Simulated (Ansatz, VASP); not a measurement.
# MgC2: VASP beside Ansatz

File INCAR:

```
ALGO     = Normal         # electronic algorithm
EDIFF    = 1E-6           # SCF threshold, eV
ENCUT    = 840            # plane-wave cutoff, eV
GGA      = PE             # functional
GGA_COMPAT= F            
ISIF     = 2              # what is computed and relaxed
ISMEAR   = 0              # smearing method
LASPH    = T              # aspherical terms in the spheres
LCHARG   = F              # write CHGCAR
LREAL    = F              # projectors in reciprocal space
LWAVE    = F              # write WAVECAR
NBANDS   = 16             # bands
NELM     = 120            # most SCF steps
PREC     = Accurate       # precision mode
SIGMA    = 0.1            # smearing width, eV
```

The input KPOINTS:

```
k-points
0
Gamma
  6 6 4
```

The input POSCAR:

```
MgC2
1.0
    3.0864490900      0.0000000000      0.0000000000
   -1.5432245500      2.6729433200      0.0000000000
    0.0000000000      0.0000000000      5.5852701000
Mg C
1 2
Direct
    0.0000000000      0.0000000000      0.5000000000
    0.0000000000      0.0000000000      0.1655322000
    0.0000000000      0.0000000000      0.8344678000
```

Input for Ansatz:

```yaml
crystal:
  lattice:
    - [3.08644909, 0.0, 0.0]
    - [-1.54322455, 2.67294332, 0.0]
    - [0.0, 0.0, 5.5852701]
  atoms:
    - { symbol: Mg, position: [0.0, 0.0, 0.5] }
    - { symbol: C, position: [0.0, 0.0, 0.1655322] }
    - { symbol: C, position: [0.0, 0.0, 0.8344678] }
basis:
  ecutwfc: 420
kpoints:
  mp_grid: { grid: [6, 6, 4] }
hamiltonian:
  xc: pbe
scf:
  occupations: { method: gaussian, width: 0.1 }
  lower_state_search: "off"
output:
  forces: true
  stress: true
  eigenvalues: true
```

Alike in both runs: task single point; functional PBE; k mesh 6 × 6 × 4; occupations gaussian, width 0.1 eV; no spin polarisation.

|  | VASP | Ansatz |
| --- | --- | --- |
| version | VASP 6.6.1 | Ansatz 0.2.0 |
| potentials or method | VASP PAW PBE potentials, release 64 (Mg_sv, C), cutoff 840 eV | scalar-relativistic, plane waves, PAW |
| valence electrons in the cell | 18 | 18 |

```csv
,VASP,Ansatz,Ansatz less VASP
gap on the k mesh at the Fermi level (eV),none,none,-
pressure (GPa),-3.6,-3.5,+0.10
"traceless stress, the component that is largest in VASP (GPa)",1.94,1.64,-0.293
rms of the force components (eV/Å),3.895,3.882,-0.0137
```

Atom by atom the forces differ by 0.014 eV/Å (rms over components). A gap of «none» marks a metal or a gap that the smearing closes. The functional is the same, so the differences come from potentials, cutoffs and numerics.

The k mesh is coarse, so the values compare programs but aren't converged.
